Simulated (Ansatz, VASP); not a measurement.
MnSb in VASP and in Ansatz

```
CELL_PARAMETERS angstrom
4.15000 0.00000 0.00000
-2.07500 3.59401 0.00000
0.00000 0.00000 5.78000
ATOMIC_POSITIONS crystal
Sb 0.66667 0.33333 0.75000
Sb 0.33333 0.66667 0.25000
Mn 0.00000 0.00000 0.50000
Mn 0.00000 0.00000 0.00000
```

Alike in both runs: task single point; functional PBE; k mesh 6 × 6 × 4; occupations fermi-dirac, width 0.05 eV; collinear spin; fixed moment 12 μB.

```csv
,VASP,Ansatz
version,VASP 6.6.1,Ansatz 0.2.0
potentials or method,"VASP PAW PBE potentials, release 64 (Sb, Mn_pv)",Ansatz PAW
plane-wave cutoff (eV),520,420
valence electrons in the cell,36,60
```

```tsv
	VASP	Ansatz	Ansatz less VASP
pressure (GPa)	20.4	20.3	-0.09
traceless stress, the component that is largest in VASP (GPa)	0.97	0.98	+0.002
net moment per atom (μB)	3.00	3.00	0.000
size of the moment on the site where the two differ most (μB)	4.45	4.53	+0.075
```

Site moments also hang on the region over which each program counts them. VASP's potentials hold 36 valence electrons a cell and Ansatz's 60, so a difference there can come from the potentials and not from the codes.

Spin-orbit coupling is off throughout.
